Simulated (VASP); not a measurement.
# B6P8C (a cell with a defect) in VASP: settings compared

B6P8C (a cell with a defect) is run at these levels: PBEsol, PBEsol+D4; tasks: single point.

All numbers are computed with VASP 6.6.1; they aren't measurements. Logs are shortened: lines on timing, memory, paths and dates and some standing lists are left out, and cuts for length are marked.

## (1) The cell of the first run

The cell holds a defect, 15 atoms: a = 6.393 Å, b = 6.393 Å, c = 6.393 Å, α = 60.00°, β = 60.00°, γ = 60.00°.

## (2) Single point, PBEsol, collinear spin

INCAR reads:

```
PREC = Accurate ; ENCUT = 520
EDIFF = 1E-6 ; ISMEAR = -1
SIGMA = 0.05 ; LREAL = F
LASPH = T ; NELM = 200
ALGO = Normal ; ISIF = 2
LWAVE = F ; LCHARG = F
ISPIN = 2 ; MAGMOM = 0 0 0 0 0 0 0.286 0.286 0.286 0.286 0.286 0 0.286 0 0.286
LORBIT = 11 ; GGA = PS
NBANDS = 48 ; GGA_COMPAT = F
```

KPOINTS reads:

```
Automatic mesh
0
Gamma
  2 2 2
  0.5 0.5 0.5
```

POSCAR reads:

```
B6P8C
1.0
    0.0000000000      4.5201890000      4.5201890000
    4.5201890000      0.0000000000      4.5201890000
    4.5201890000      4.5201890000      0.0000000000
B C P
6 1 8
Direct
    0.0033000000      0.9928090000      0.0018630000
    0.4972290000      0.5005440000      0.9977390000
    0.0017410000      0.4976230000      0.0020810000
    0.4971640000      0.9988070000      0.5010990000
    0.5024110000      0.0046670000      0.9997730000
    0.9966600000      0.4979870000      0.5046820000
    0.4972320000      0.5025500000      0.4981540000
    0.1211150000      0.1286920000      0.1267400000
    0.6256910000      0.6265040000      0.6207270000
    0.1309550000      0.1263920000      0.6250070000
    0.6241100000      0.6242690000      0.1291140000
    0.1262030000      0.6254900000      0.1271690000
    0.6255460000      0.1229180000      0.6210450000
    0.6167070000      0.1312270000      0.1306470000
    0.1168470000      0.6274960000      0.6316200000
```

Potentials or basis: VASP PAW PBE potentials, release 64 (B, C, P).

Run with:

```sh
cat potpaw_PBE.64/B/POTCAR potpaw_PBE.64/C/POTCAR potpaw_PBE.64/P/POTCAR > POTCAR
mpirun -np 1 vasp_std > vasp.out
```

OUTCAR:

```text
PREC = Accurate
   ENCUT = 520
   EDIFF = 1E-6
   ISMEAR = -1
   LREAL = F
   LASPH = T
   NELM = 200
   ISIF = 2
   ISPIN = 2
   LORBIT = 11
   GGA = PS

 ion  position               nearest neighbor table
   1  0.003  0.993  0.002-  12 1.92  10 1.97   8 1.98  14 2.02
   2  0.497  0.501  0.998-  14 1.93  12 1.94   9 1.97  11 1.99
   3  0.002  0.498  0.002-   8 1.93  15 1.93  12 1.97  11 1.97
   4  0.497  0.999  0.501-  10 1.91  14 1.93   9 1.94  13 1.94
   5  0.502  0.005  1.000-  14 1.94  13 1.98  11 1.99   8 1.99
   6  0.997  0.498  0.505-   9 1.94  10 1.94  15 1.97  12 1.97
   7  0.497  0.503  0.498-  11 1.93   9 1.96  13 1.98  15 1.99
   8  0.121  0.129  0.127-   3 1.93   1 1.98   5 1.99
   9  0.626  0.627  0.621-   6 1.94   4 1.94   7 1.96   2 1.97
  10  0.131  0.126  0.625-   4 1.91   6 1.94   1 1.97
  11  0.624  0.624  0.129-   7 1.93   3 1.97   5 1.99   2 1.99
  12  0.126  0.625  0.127-   1 1.92   2 1.94   3 1.97   6 1.97
  13  0.626  0.123  0.621-   4 1.94   5 1.98   7 1.98
  14  0.617  0.131  0.131-   2 1.93   4 1.93   5 1.94   1 2.02
  15  0.117  0.627  0.632-   3 1.93   6 1.97   7 1.99

  LATTYP: Found a face centered cubic cell.
 ALAT       =     9.0403780000

  Lattice vectors:

 A1 = (   0.0000000000,   4.5201890000,   4.5201890000)
 A2 = (   4.5201890000,   0.0000000000,   4.5201890000)
 A3 = (   4.5201890000,   4.5201890000,   0.0000000000)

Analysis of symmetry for initial positions (statically):
=====================================================================
 Subroutine PRICEL returns:
 Original cell was already a primitive cell.

 Routine SETGRP: Setting up the symmetry group for a
 face centered cubic supercell.

 Subroutine GETGRP returns: Found  1 space group operations
 (whereof  1 operations were pure point group operations)
 out of a pool of 48 trial point group operations.

The static configuration has the point symmetry C_1 .

Analysis of symmetry for dynamics (positions and initial velocities):
=====================================================================
 Subroutine PRICEL returns:
 Original cell was already a primitive cell.

 Routine SETGRP: Setting up the symmetry group for a
 face centered cubic supercell.

 Subroutine GETGRP returns: Found  1 space group operations
 (whereof  1 operations were pure point group operations)
 out of a pool of 48 trial point group operations.

The dynamic configuration has the point symmetry C_1 .

Analysis of structural, dynamic, and magnetic symmetry:
=====================================================================
 Subroutine PRICEL returns:
 Original cell was already a primitive cell.

 Routine SETGRP: Setting up the symmetry group for a
 face centered cubic supercell.

 Subroutine GETGRP returns: Found  1 space group operations
 (whereof  1 operations were pure point group operations)
 out of a pool of 48 trial point group operations.

The overall configuration has the point symmetry C_1 .

 Subroutine INISYM returns: Found  1 space group operations
 (whereof  1 operations are pure point group operations),
 and found     1 'primitive' translations

----------------------------------------------------------------------------------------

                                     Primitive cell

  volume of cell :     184.7140

  direct lattice vectors                    reciprocal lattice vectors
     0.000000000  4.520189000  4.520189000    -0.110614844  0.110614844  0.110614844
     4.520189000  0.000000000  4.520189000     0.110614844 -0.110614844  0.110614844
     4.520189000  4.520189000  0.000000000     0.110614844  0.110614844 -0.110614844

  length of vectors
     6.392512588  6.392512588  6.392512588     0.191590529  0.191590529  0.191590529

  position of ions in fractional coordinates (direct lattice)
     0.003300000  0.992809000  0.001863000
     0.497229000  0.500544000  0.997739000
     0.001741000  0.497623000  0.002081000
     0.497164000  0.998807000  0.501099000
     0.502411000  0.004667000  0.999773000
     0.996660000  0.497987000  0.504682000
     0.497232000  0.502550000  0.498154000
     0.121115000  0.128692000  0.126740000
     0.625691000  0.626504000  0.620727000
     0.130955000  0.126392000  0.625007000
     0.624110000  0.624269000  0.129114000
     0.126203000  0.625490000  0.127169000
     0.625546000  0.122918000  0.621045000
     0.616707000  0.131227000  0.130647000
     0.116847000  0.627496000  0.631620000

  ion indices of the primitive-cell ions
   primitive index   ion index
                 1           1
                 2           2
                 3           3
                 4           4
                 5           5
                 6           6
[... 55 lines left out ...]
   number of dos      NEDOS =    301   number of ions     NIONS =     15
   total plane-waves  NPLWV = 110592
   dimension x,y,z NGX =    48 NGY =   48 NGZ =   48
   dimension x,y,z NGXF=    96 NGYF=   96 NGZF=   96
   ions per type =               6   1   8
   NGX,Y,Z   is equivalent  to a cutoff of  12.48, 12.48, 12.48 a.u.
   NGXF,Y,Z  is equivalent  to a cutoff of  24.97, 24.97, 24.97 a.u.
 SYSTEM =  unknown system
   PREC   = accura    normal or accurate (medium, high low for compatibility)
   ISTART =      0    job   : 0-new  1-cont  2-samecut
   ICHARG =      2    charge: 1-file 2-atom 10-const
   ISPIN  =      2    spin polarized calculation?
   LNONCOLLINEAR =      F non collinear calculations
   LSORBIT =      F    spin-orbit coupling
   LASPH  =      T    aspherical Exc in radial PAW
   ENCUT  =  520.0 eV  38.22 Ry    6.18 a.u.  11.89 11.89 11.89*2*pi/ulx,y,z
   NELM   =    200;   NELMIN=  2; NELMDL= -5     # of ELM steps
   EDIFF  = 0.1E-05   stopping-criterion for ELM
   LREAL  =      F    real-space projection
   EDIFFG = 0.1E-04   stopping-criterion for IOM
   NSW    =      0    number of steps for IOM
   IBRION =     -1    ionic relax: 0-MD 1-quasi-New 2-CG
   NFREE  =      0    steps in history (QN), initial steepest desc. (CG)
   ISIF   =      2    stress and relaxation
   ISYM   =      2    0-nonsym 1-usesym 2-fastsym
   POTIM  = 0.5000    time-step for ionic-motion
   TEBEG  =    0.0;   TEEND  =   0.0 temperature during run
   PSTRESS=    0.0 pullay stress
   NELECT =      62.0000    total number of electrons
   NUPDOWN=      -1.0000    fix difference up-down
   EMIN   =  10.00;   EMAX   =-10.00  energy-range for DOS
   EFERMI =   0.00;   METHOD = LEGACY
   ISMEAR =    -1;   SIGMA  =   0.05  broadening in eV -4-tet -1-fermi 0-gaus
   EFERMI_NEDOS =   21; number of points for ismear=-14 and -15
   IALGO  =     38    algorithm
   IMIX   =      4    mixing-type and parameters
     AMIX     =   0.40;   BMIX     =  1.00
     AMIX_MAG =   1.60;   BMIX_MAG =  1.00
  volume/ion in A,a.u.               =      12.31        83.10
  Fermi-wavevector in a.u.,A,eV,Ry     =   1.137729  2.149996 17.611750  1.294427
  Thomas-Fermi vector in A             =   2.274434
   LORBIT       =     11    0 simple, 1 ext, 2 COOP (PROOUT), +10 PAW based schemes
   GGA     = PS    functional components
   LHFCALC =     F    Hartree Fock is set to
   AEXX    =    0.0000 exact exchange contribution
   IVDW    =     0    specifies the selected vdW correction
   LEPSILON=     F    determine dielectric tensor
   LRPA    =     F    only Hartree local field effects (RPA)
 spin polarized calculation
  energy-cutoff  :      520.00
  volume of cell :      184.71
 maximum number of plane-waves:      4977
   NGX = 23   NGY = 23   NGZ = 23

 number of electron      62.0000000 magnetization       0.0007234

 number of electron      62.0000000 magnetization      -0.0001229

 Free energy of the ion-electron system (eV)
  ---------------------------------------------------
  ext. energy  EPLUGINS =         0.00000000
  ---------------------------------------------------
  free energy    TOTEN  =       -99.70679777 eV

  energy without entropy =      -99.67647590  energy(sigma->0) =      -99.69163684

 E-fermi :   7.8010     XC(G=0): -10.9411

 val. band max:        7.7919023256   @ k =   0.0000   0.2500   0.0000
 cond. band min:       7.8116430150   @ k =   0.2500   0.0000   0.0000
 fundamental gap:      0.0197406894
 Fermi energy:         7.8009646790

 spin component 1

 k-point     1 :       0.2500    0.2500    0.2500
  band No.  band energies     occupation
      1      -8.4860      1.00000
      2      -6.5894      1.00000
      3      -5.4356      1.00000
      4      -4.9229      1.00000
      5      -4.7722      1.00000
      6      -4.0135      1.00000
[... 725 lines left out ...]
     42      11.9855      0.00000
     43      12.5763      0.00000
 Fermi energy:         7.8009646790

 spin component 2

 k-point     1 :       0.2500    0.2500    0.2500
  band No.  band energies     occupation
      1      -8.4861      1.00000
      2      -6.5894      1.00000
      3      -5.4356      1.00000
      4      -4.9229      1.00000
      5      -4.7722      1.00000
      6      -4.0135      1.00000
[... 725 lines left out ...]
     42      11.9855      0.00000
     43      12.5763      0.00000
 [bands above 43 left out]

------------------------ aborting loop because EDIFF is reached ----------------------------------------

  FORCE on cell =-STRESS in cart. coord.  units (eV):
  Direction    XX          YY          ZZ          XY          YZ          ZX
  --------------------------------------------------------------------------------------
  -------------------------------------------------------------------------------------
  Total       -5.3149547     -3.7152110     -6.5417875     -2.7516305     -0.3782591      0.7862623
  in kB      -46.1010030    -32.2251013    -56.7423390    -23.8671697     -3.2809543      6.8199040
  external PRESSURE =     -45.0228144 kB  Pullay stress =       0.0000000 kB

 VOLUME and BASIS-vectors are now :
 -----------------------------------------------------------------------------
  energy-cutoff  :      520.00
  volume of cell :      184.71
      direct lattice vectors                 reciprocal lattice vectors
     0.000000000  4.520189000  4.520189000    -0.110614844  0.110614844  0.110614844
     4.520189000  0.000000000  4.520189000     0.110614844 -0.110614844  0.110614844
     4.520189000  4.520189000  0.000000000     0.110614844  0.110614844 -0.110614844

 POSITION                                       TOTAL-FORCE (eV/Angst)
 -----------------------------------------------------------------------------------
      4.49611      0.02334      4.50260         0.850790     -0.607953      0.369683
      6.77252      6.75754      4.51012         0.380572      0.284449      0.189432
      2.25876      0.01728      2.25722         0.252518      0.262165     -0.139836
      6.77986      4.51234      6.76207         0.211307     -0.234800      0.219735
      4.54026      6.79016      2.29209         0.178086     -0.474875     -0.578738
      4.53225      6.78635      6.75609        -0.516645      0.258707      0.419263
      4.52337      4.49933      4.51920         0.010954      0.132152     -0.887473
      1.15460      1.12035      1.12917        -0.299921      0.593638     -0.340159
      5.63772      5.63404      5.66016        -0.124841     -0.147797     -0.675172
      3.39647      3.41709      1.16326         0.087298     -0.342928     -0.991515
      3.40543      3.40471      5.64291         0.132095     -0.250845      0.138487
      3.40216      1.14529      3.39779        -0.064401     -0.167485     -0.541374
      3.36285      5.63483      3.38320         0.239000      0.575278      1.149849
      1.18372      3.37818      3.38080        -1.280653      0.472938      0.378959
      5.69144      3.38321      3.36457        -0.056158     -0.352642      1.288859
 -----------------------------------------------------------------------------------
    total drift:                                0.000008     -0.000139     -0.000059

  FREE ENERGIE OF THE ION-ELECTRON SYSTEM (eV)
  ---------------------------------------------------
  free  energy   TOTEN  =       -99.7067977699 eV

  energy  without entropy=      -99.6764759007  energy(sigma->0) =      -99.69163684

 total charge

# of ion       s       p       d       tot
------------------------------------------
    1        0.669   1.242   0.000   1.911
    2        0.666   1.283   0.000   1.949
    3        0.674   1.273   0.000   1.947
    4        0.677   1.301   0.000   1.979
    5        0.667   1.235   0.000   1.902
    6        0.671   1.268   0.000   1.939
    7        0.840   1.467   0.000   2.308
    8        1.031   1.462   0.000   2.493
    9        0.995   1.512   0.000   2.507
   10        1.026   1.486   0.000   2.511
   11        0.995   1.499   0.000   2.494
   12        0.994   1.578   0.000   2.572
   13        1.032   1.424   0.000   2.456
   14        0.994   1.573   0.000   2.567
   15        1.032   1.430   0.000   2.462
--------------------------------------------------
tot         12.962  21.033   0.000  33.995

 magnetization (x)

# of ion       s       p       d       tot
------------------------------------------
    1        0.000  -0.000   0.000  -0.000
    2        0.000  -0.000   0.000   0.000
    3        0.000  -0.000   0.000  -0.000
    4        0.000  -0.000   0.000  -0.000
    5        0.000  -0.000   0.000  -0.000
    6        0.000  -0.000   0.000  -0.000
    7        0.000  -0.000   0.000  -0.000
    8        0.000  -0.000   0.000  -0.000
    9        0.000   0.000   0.000   0.000
   10        0.000  -0.000   0.000  -0.000
   11        0.000   0.000   0.000   0.000
   12        0.000   0.000   0.000   0.000
   13       -0.000  -0.000   0.000  -0.000
   14        0.000   0.000   0.000   0.000
   15       -0.000  -0.000   0.000  -0.000
--------------------------------------------------
tot          0.000  -0.000   0.000  -0.000
```

It took 5 min on 1 thread of Intel Xeon Platinum 8488C (Sapphire Rapids), shared host; peak memory 0.51 GiB.

What came out:

| Quantity | Value |
| --- | --- |
| Free energy | -99.7068 eV |
| Pressure | -4.5 GPa |
| Largest force | 1.417 eV/Å |
| Band gap on the k mesh | zero (filled and empty bands overlap) |
| Net moment | 0.00 μB per cell |
| Valence electrons inside the program's atomic spheres | B 1.91, 1.95, 1.98, 1.90, 1.94 (each value once); C 2.31; P 2.49, 2.51, 2.57, 2.46 (each value once) |

Forces on the atoms (eV/Å):
```
B    0.851 -0.608  0.370
B    0.381  0.284  0.189
B    0.253  0.262 -0.140
B    0.211 -0.235  0.220
B    0.178 -0.475 -0.579
B   -0.517  0.259  0.419
C    0.011  0.132 -0.887
P   -0.300  0.594 -0.340
P   -0.125 -0.148 -0.675
P    0.087 -0.343 -0.992
P    0.132 -0.251  0.138
P   -0.064 -0.167 -0.541
P    0.239  0.575  1.150
P   -1.281  0.473  0.379
P   -0.056 -0.353  1.289
```

Levels at points of the mesh, in eV from the Fermi level:
Spin up:
| k point | band 29 | band 30 | band 31 | band 32 | band 33 | band 34 |
| --- | --- | --- | --- | --- | --- | --- |
| (0.25, 0.25, 0.25) | -1.75 | -0.55 | 0.14 | 0.37 | 0.74 | 1.10 |
Spin down:
| k point | band 28 | band 29 | band 30 | band 31 | band 32 | band 33 | band 34 | band 35 |
| --- | --- | --- | --- | --- | --- | --- | --- | --- |
| (0.25, 0.25, 0.25) | -1.89 | -1.75 | -0.55 | 0.14 | 0.37 | 0.74 | 1.10 | 1.22 |

Caveat: the k points lie up to 0.60 Å⁻¹ apart; the PAW data sets were made with another functional, which shifts forces and pressure a little.

(Part 1 of 2 ends here.)
